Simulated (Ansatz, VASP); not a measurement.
Two plane-wave programs on P

```
CELL_PARAMETERS angstrom
4.82690 -4.29037 0.00397
4.82690 4.29037 0.00397
-0.01913 0.00000 5.55709
ATOMIC_POSITIONS crystal
P 0.83713 0.83713 0.23574
P 0.16287 0.16287 0.76426
P 0.71358 0.71358 0.60847
P 0.28642 0.28642 0.39153
P 0.53581 0.76831 0.23993
P 0.23169 0.46419 0.76007
P 0.46419 0.23169 0.76007
P 0.76831 0.53581 0.23993
```

Change from the starting cell: mode 22 (480.8 1/cm) frozen in, largest displacement -0.200 Å.

Alike in both runs: task single point; functional r2SCAN; k mesh 4 × 4 × 4; occupations gaussian, width 0.05 eV; no spin polarisation.

```csv
,VASP,Ansatz
version,VASP 6.6.1,Ansatz 0.2.0
potentials or method,"VASP PAW PBE potentials, release 64 (P), cutoff 520 eV","scalar-relativistic, plane waves, PAW"
valence electrons in the cell,40,40
```

```tsv
	VASP	Ansatz	Ansatz less VASP
gap on the k mesh at the Fermi level (eV)	2.65	2.66	+0.009
least direct gap on the mesh (eV)	2.77	2.78	+0.008
pressure (GPa)	2.7	3.3	+0.67
traceless stress, the component that is largest in VASP (GPa)	-14.11	-14.52	-0.409
rms of the force components (eV/Å)	2.406	2.538	+0.1319
```

VASP's potentials were made for PBE, not for r2SCAN. Atom by atom the forces differ by 0.175 eV/Å (rms over components).
